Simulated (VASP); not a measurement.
# C in VASP: single point with PBE

Aim: the single point of C with PBE.

All numbers are computed with VASP 6.6.1; they aren't measurements. Logs are shortened: lines on timing, memory, paths and dates and some standing lists are left out, and cuts for length are marked.

## Step 1: The cell of the first run

The cell holds a slab with vacuum, 4 atoms: a = 2.526 Å, b = 3.572 Å, c = 17.263 Å, α = 90.00°, β = 90.00°, γ = 90.00°.

## Step 2: Single point, PBE

POSCAR reads:

```
C
1.0
    2.5255274270      0.0000000000      0.0000000000
    0.0000000000      3.5716351394      0.0000000000
    0.0000000000      0.0000000000     17.2628000000
C
4
Direct
    0.0000000000      0.3750000000      0.4634252927
    0.5000000000      0.1250000000      0.4634252927
    0.5000000000      0.8750000000      0.5365747073
    0.0000000000      0.6250000000      0.5365747073
```

INCAR.step1 reads:

```
PREC = Accurate
ENCUT = 520
EDIFF = 1E-7
ISMEAR = -1
SIGMA = 0.02
LREAL = False
LASPH = True
NELM = 100
ALGO = Normal
ISIF = 2
LWAVE = False
LCHARG = True
LDIPOL = True
IDIPOL = 3
DIPOL = 0.5 0.5 0.500
GGA = PE
NBANDS = 16
```

KPOINTS.step1 reads:

```
Automatic mesh
0
Gamma
  12 8 1
```

INCAR.step2 reads:

```
PREC = Accurate
ENCUT = 520
EDIFF = 1E-7
ISMEAR = -5
SIGMA = 0.02
LREAL = False
LASPH = True
NELM = 100
ALGO = Normal
ISIF = 2
LWAVE = False
LCHARG = False
LDIPOL = True
IDIPOL = 3
DIPOL = 0.5 0.5 0.500
GGA = PE
LORBIT = 10
NEDOS = 1001
ICHARG = 11
```

KPOINTS.step2 reads:

```
Automatic mesh
0
Gamma
  18 12 1
```

Potentials or basis: VASP PAW PBE potentials, release 64 (C).

Run with:

```console
$ cat potpaw_PBE.64/C/POTCAR > POTCAR
$ cp INCAR.step1 INCAR
$ cp KPOINTS.step1 KPOINTS
$ mpirun -np 1 vasp_std > vasp.out
$ cp INCAR.step2 INCAR
$ cp KPOINTS.step2 KPOINTS
$ mpirun -np 1 vasp_std > vasp.out
```

OUTCAR:

```text
PREC = Accurate
   ENCUT = 520
   EDIFF = 1E-7
   ISMEAR = -5
   LREAL = False
   LASPH = True
   NELM = 100
   ISIF = 2
   GGA = PE
   LORBIT = 10
   ICHARG = 11

 ion  position               nearest neighbor table
   1  0.000  0.375  0.463-   2 1.55   2 1.55   4 1.55
   2  0.500  0.125  0.463-   1 1.55   1 1.55   3 1.55
   3  0.500  0.875  0.537-   4 1.55   4 1.55   2 1.55
   4  0.000  0.625  0.537-   3 1.55   3 1.55   1 1.55

  LATTYP: Found a simple orthorhombic cell.
 ALAT       =     2.5255274270
 B/A-ratio  =     1.4142135624
 C/A-ratio  =     6.8353246991

  Lattice vectors:

 A1 = (   2.5255274270,   0.0000000000,   0.0000000000)
 A2 = (   0.0000000000,   3.5716351394,   0.0000000000)
 A3 = (   0.0000000000,   0.0000000000,  17.2628000000)

Analysis of symmetry for initial positions (statically):
=====================================================================
 Subroutine PRICEL returns:
 Original cell was already a primitive cell.

 Routine SETGRP: Setting up the symmetry group for a
 simple orthorhombic supercell.

 Subroutine GETGRP returns: Found  8 space group operations
 (whereof  4 operations were pure point group operations)
 out of a pool of  8 trial point group operations.

The static configuration has the point symmetry C_2h.
 The point group associated with its full space group is D_2h.

Analysis of symmetry for dynamics (positions and initial velocities):
=====================================================================
 Subroutine PRICEL returns:
 Original cell was already a primitive cell.

 Routine SETGRP: Setting up the symmetry group for a
 simple orthorhombic supercell.

 Subroutine GETGRP returns: Found  8 space group operations
 (whereof  4 operations were pure point group operations)
 out of a pool of  8 trial point group operations.

The dynamic configuration has the point symmetry C_2h.
 The point group associated with its full space group is D_2h.

 Subroutine INISYM returns: Found  8 space group operations
 (whereof  4 operations are pure point group operations),
 and found     1 'primitive' translations

----------------------------------------------------------------------------------------

                                     Primitive cell

  volume of cell :     155.7150

  direct lattice vectors                    reciprocal lattice vectors
     2.525527427  0.000000000  0.000000000     0.395956896  0.000000000  0.000000000
     0.000000000  3.571635139  0.000000000     0.000000000  0.279983806  0.000000000
     0.000000000  0.000000000 17.262800000     0.000000000  0.000000000  0.057928030

  length of vectors
     2.525527427  3.571635139 17.262800000     0.395956896  0.279983806  0.057928030

  position of ions in fractional coordinates (direct lattice)
     0.000000000  0.375000000  0.463425293
     0.500000000  0.125000000  0.463425293
     0.500000000  0.875000000  0.536574707
     0.000000000  0.625000000  0.536574707

  ion indices of the primitive-cell ions
   primitive index   ion index
                 1           1
                 2           2
                 3           3
                 4           4

----------------------------------------------------------------------------------------

 KPOINTS: Automatic mesh

Automatic generation of k-mesh.
 Grid dimensions read from file:
 generate k-points for:   18   12    1

 Generating k-lattice:

  Cartesian coordinates                     Fractional coordinates (reciprocal lattice)
     0.021997605  0.000000000  0.000000000     0.055555556  0.000000000  0.000000000
     0.000000000  0.023331984  0.000000000     0.000000000  0.083333333  0.000000000
     0.000000000  0.000000000  0.057928030     0.000000000  0.000000000  1.000000000

  Length of vectors
     0.021997605  0.023331984  0.057928030

  Shift w.r.t. Gamma in fractional coordinates (k-lattice)
     0.000000000  0.000000000  0.000000000

 TETIRR: Found    648 inequivalent tetrahedra from     1296

 Subroutine IBZKPT returns following result:
 ===========================================

 Found     70 irreducible k-points:

 Following reciprocal coordinates:
            Coordinates               Weight
  0.000000  0.000000  0.000000      1.000000
  0.055556  0.000000  0.000000      2.000000
  0.111111  0.000000  0.000000      2.000000
  0.166667  0.000000  0.000000      2.000000
  0.222222  0.000000  0.000000      2.000000
  0.277778  0.000000  0.000000      2.000000
[... 16 lines left out ...]
  0.111111  0.166667  0.000000      4.000000
  0.166667  0.166667  0.000000      4.000000
 [... further k-points ...]
   k-points           NKPTS =     70   k-points in BZ     NKDIM =     70   number of bands    NBANDS=     12
   number of dos      NEDOS =   1001   number of ions     NIONS =      4
   total plane-waves  NPLWV =  71680
   dimension x,y,z NGX =    20 NGY =   28 NGZ =  128
   dimension x,y,z NGXF=    40 NGYF=   56 NGZF=  256
   ions per type =               4
   NGX,Y,Z   is equivalent  to a cutoff of  13.17, 13.03, 12.33 a.u.
   NGXF,Y,Z  is equivalent  to a cutoff of  26.33, 26.07, 24.65 a.u.
 SYSTEM =  unknown system
   PREC   = accura    normal or accurate (medium, high low for compatibility)
   ISTART =      0    job   : 0-new  1-cont  2-samecut
   ICHARG =     11    charge: 1-file 2-atom 10-const
   ISPIN  =      1    spin polarized calculation?
   LNONCOLLINEAR =      F non collinear calculations
   LSORBIT =      F    spin-orbit coupling
   LASPH  =      T    aspherical Exc in radial PAW
   ENCUT  =  520.0 eV  38.22 Ry    6.18 a.u.   4.70  6.64 32.10*2*pi/ulx,y,z
   NELM   =    100;   NELMIN=  2; NELMDL=  0     # of ELM steps
   EDIFF  = 0.1E-06   stopping-criterion for ELM
   LREAL  =      F    real-space projection
   EDIFFG = 0.1E-05   stopping-criterion for IOM
   NSW    =      0    number of steps for IOM
   IBRION =     -1    ionic relax: 0-MD 1-quasi-New 2-CG
   NFREE  =      0    steps in history (QN), initial steepest desc. (CG)
   ISIF   =      2    stress and relaxation
   ISYM   =      2    0-nonsym 1-usesym 2-fastsym
   POTIM  = 0.5000    time-step for ionic-motion
   TEBEG  =    0.0;   TEEND  =   0.0 temperature during run
   PSTRESS=    0.0 pullay stress
   NELECT =      16.0000    total number of electrons
   NUPDOWN=      -1.0000    fix difference up-down
   EMIN   =  10.00;   EMAX   =-10.00  energy-range for DOS
   EFERMI =   0.00;   METHOD = LEGACY
   ISMEAR =    -5;   SIGMA  =   0.02  broadening in eV -4-tet -1-fermi 0-gaus
   EFERMI_NEDOS =   21; number of points for ismear=-14 and -15
   IALGO  =     38    algorithm
   IMIX   =      4    mixing-type and parameters
     AMIX     =   0.40;   BMIX     =  1.00
     AMIX_MAG =   1.60;   BMIX_MAG =  1.00
  volume/ion in A,a.u.               =      38.93       262.70
  Fermi-wavevector in a.u.,A,eV,Ry     =   0.766781  1.449006  7.999588  0.587953
  Thomas-Fermi vector in A             =   1.867195
   LORBIT       =     10    0 simple, 1 ext, 2 COOP (PROOUT), +10 PAW based schemes
   GGA     = PE    functional components
   LHFCALC =     F    Hartree Fock is set to
   AEXX    =    0.0000 exact exchange contribution
   IVDW    =     0    specifies the selected vdW correction
   LEPSILON=     F    determine dielectric tensor
   LRPA    =     F    only Hartree local field effects (RPA)
 non-spin polarized calculation
 Fermi weights with tetrahedron method with Bloechl corrections
  energy-cutoff  :      520.00
  volume of cell :      155.71
 maximum number of plane-waves:      4222
 NGX is ok and might be reduce to    20

 number of electron      16.0000000 magnetization

 dipolmoment           0.000000      0.000000      0.000000 electrons x Angstroem

 Free energy of the ion-electron system (eV)
  ---------------------------------------------------
  ext. energy  EPLUGINS =         0.00000000
  ---------------------------------------------------
  free energy    TOTEN  =       -30.42015724 eV

  energy without entropy =      -30.42015724  energy(sigma->0) =      -30.42015724

 E-fermi :  -3.1245     XC(G=0):  -3.0812

 val. band max:       -3.1071076854   @ k =   0.1111   0.5000   0.0000
 cond. band min:      -3.1347944685   @ k =   0.3889   0.0000   0.0000
 fundamental gap:     -0.0276867831
 Fermi energy:        -3.1245339823

 k-point     1 :       0.0000    0.0000    0.0000
  band No.  band energies     occupation
      1     -21.5153      2.00000
      2     -16.3478      2.00000
      3     -12.4601      2.00000
      4      -9.1220      2.00000
      5      -8.2173      2.00000
      6      -7.3740      2.00000
      7      -4.1944      2.00000
      8      -3.9816      2.00000
      9      -2.2377      0.00000
     10       0.7757      0.00000
     11       1.6896      0.00000
     12       1.9597      0.00000

 k-point     2 :       0.0556    0.0000    0.0000
  band No.  band energies     occupation
      1     -21.4600      2.00000
      2     -16.2974      2.00000
      3     -12.4419      2.00000
      4      -9.0840      2.00000
      5      -8.1622      2.00000
      6      -7.6430      2.00000
      7      -4.4764      2.00000
      8      -3.9321      2.00000
      9      -2.2574      0.00000
     10       0.7870      0.00000
     11       1.7605      0.00000
     12       2.0240      0.00000
[... 316 lines left out ...]
 k-point    24 :       0.1667    0.1667    0.0000
  band No.  band energies     occupation
      1     -20.7896      2.00000
      2     -16.4578      2.00000
      3     -12.2844      2.00000
      4      -9.2173      2.00000
      5      -9.0953      2.00000
      6      -6.6789      2.00000
      7      -6.4027      2.00000
      8      -3.9732      2.00000
      9      -2.2474      0.00000
     10      -0.1259      0.00000
     11       2.6459      0.00000
     12       2.8426      0.00000

 [... further k-points ...]

------------------------ aborting loop because EDIFF is reached ----------------------------------------

 vacuum level on the upper side and lower side of the slab       (xc-potential included)        -0.038        -0.038

  FORCE on cell =-STRESS in cart. coord.  units (eV):
  Direction    XX          YY          ZZ          XY          YZ          ZX
  --------------------------------------------------------------------------------------
  -------------------------------------------------------------------------------------
  Total        0.5099103     -5.6400788     -8.0598876      0.0000000      0.0000000      0.0000000
  in kB        5.2465518    -58.0317057    -82.9295200      0.0000000      0.0000000      0.0000000
  external PRESSURE =     -45.2382247 kB  Pullay stress =       0.0000000 kB

 VOLUME and BASIS-vectors are now :
 -----------------------------------------------------------------------------
  energy-cutoff  :      520.00
  volume of cell :      155.71
      direct lattice vectors                 reciprocal lattice vectors
     2.525527427  0.000000000  0.000000000     0.395956896  0.000000000  0.000000000
     0.000000000  3.571635139  0.000000000     0.000000000  0.279983806  0.000000000
     0.000000000  0.000000000 17.262800000     0.000000000  0.000000000  0.057928030

 POSITION                                       TOTAL-FORCE (eV/Angst)
 -----------------------------------------------------------------------------------
      0.00000      1.33936      8.00002         0.000000     -2.980582      3.215261
      1.26276      0.44645      8.00002        -0.000000      2.980582      3.215261
      1.26276      3.12518      9.26278         0.000000     -2.980582     -3.215261
      0.00000      2.23227      9.26278         0.000000      2.980582     -3.215261
 -----------------------------------------------------------------------------------
    total drift:                                0.000000      0.000000      0.000000

  FREE ENERGIE OF THE ION-ELECTRON SYSTEM (eV)
  ---------------------------------------------------
  free  energy   TOTEN  =       -30.4201572381 eV

  energy  without entropy=      -30.4201572381  energy(sigma->0) =      -30.42015724

 vacuum level on the upper side and lower side of the slab         2.122         2.122

 total charge

# of ion       s       p       d       tot
------------------------------------------
    1        0.875   1.519   0.000   2.394
    2        0.875   1.519   0.000   2.394
    3        0.875   1.519   0.000   2.394
    4        0.875   1.519   0.000   2.394
--------------------------------------------------
tot          3.498   6.077   0.000   9.575
```

Run time: 2.8 min. Hardware: 1 thread of Intel Xeon Platinum 8488C (Sapphire Rapids), shared host; peak memory 0.28 GiB.

What came out:

```yaml
Valence_electrons_inside_the_program's_atomic_spheres: C 2.39
```

Levels at points of the mesh, in eV from the Fermi level:
```tsv
k point	band 4	band 5	band 6	band 7	band 8	band 9	band 10	band 11	band 12
(0.00, 0.00, 0.00)	-6.00	-5.09	-4.25	-1.07	-0.86	0.89	3.90	4.81	5.08
(0.50, 0.00, 0.00)	-9.21	-5.74	-5.74	-1.53	-1.53	0.60	0.60	8.21	8.21
(0.00, 0.50, 0.00)	-8.13	-2.83	-2.83	-0.15	-0.15	0.06	0.06	7.52	7.52
(0.50, 0.50, 0.00)	-11.34	-5.13	-5.13	-2.56	-2.56	1.90	1.90	9.20	9.20
```
